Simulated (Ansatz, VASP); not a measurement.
# Nb: VASP beside Ansatz

The input INCAR:

```
  PREC = Accurate
  ENCUT = 600
  EDIFF = 1E-6
  ISMEAR = 0
  SIGMA = 0.1
  LREAL = F
  LASPH = T
  NELM = 100
  ALGO = Fast
  ISIF = 3
  LWAVE = F
  LCHARG = F
  GGA = PE
  IBRION = 2
  NSW = 90
  EDIFFG = -0.04
```

Contents of KPOINTS:

```
regular mesh
0
Gamma
  6 6 6
```

The input POSCAR:

```
Nb
1.0
    2.5805153700      0.0000000000      0.0000000000
    0.0000000000      2.5805153700      0.0000000000
    0.0000000000      0.0000000000      3.2256577800
Nb
1
Direct
    0.5000000000      0.5000000000      0.5000000000
```

Input for Ansatz:

```yaml
crystal:
  lattice:
    - [2.58051537, 0.0, 0.0]
    - [0.0, 2.58051537, 0.0]
    - [0.0, 0.0, 3.22565778]
  atoms:
    - { symbol: Nb, position: [0.5, 0.5, 0.5] }
basis:
  ecutwfc: 420
kpoints:
  mp_grid: { grid: [6, 6, 6] }
hamiltonian:
  xc: pbe
scf:
  occupations: { method: gaussian, width: 0.1 }
  lower_state_search: "off"
output:
  forces: true
  stress: true
  eigenvalues: true
relax:
  adjacent_minimum: "off"
  f_tol: 0.04
  max_steps: 70
  cell: { stress_tol: 0.4 }
```

Alike in both runs: task relaxation of cell and atoms; functional PBE; k mesh 6 × 6 × 6; occupations gaussian, width 0.1 eV; no spin polarisation.

|  | VASP | Ansatz |
| --- | --- | --- |
| version | VASP 6.6.1 | Ansatz 0.2.0 |
| potentials or method | VASP PAW PBE potentials, release 64 (Nb_sv), cutoff 600 eV | scalar-relativistic, plane waves, PAW |
| valence electrons in the cell | 13 | 13 |

```csv
,VASP,Ansatz,Ansatz less VASP
"gap on the k mesh at the Fermi level, each at its own relaxed structure (eV)",none,none,-
relaxed volume (Å³/atom),20.52,20.53,+0.010
relaxed cell length with the largest relative difference (Å),2.741,2.732,-0.0087
```

A gap of «none» marks a metal or a gap that the smearing closes.

The k mesh is coarse, so the values compare programs but aren't converged.
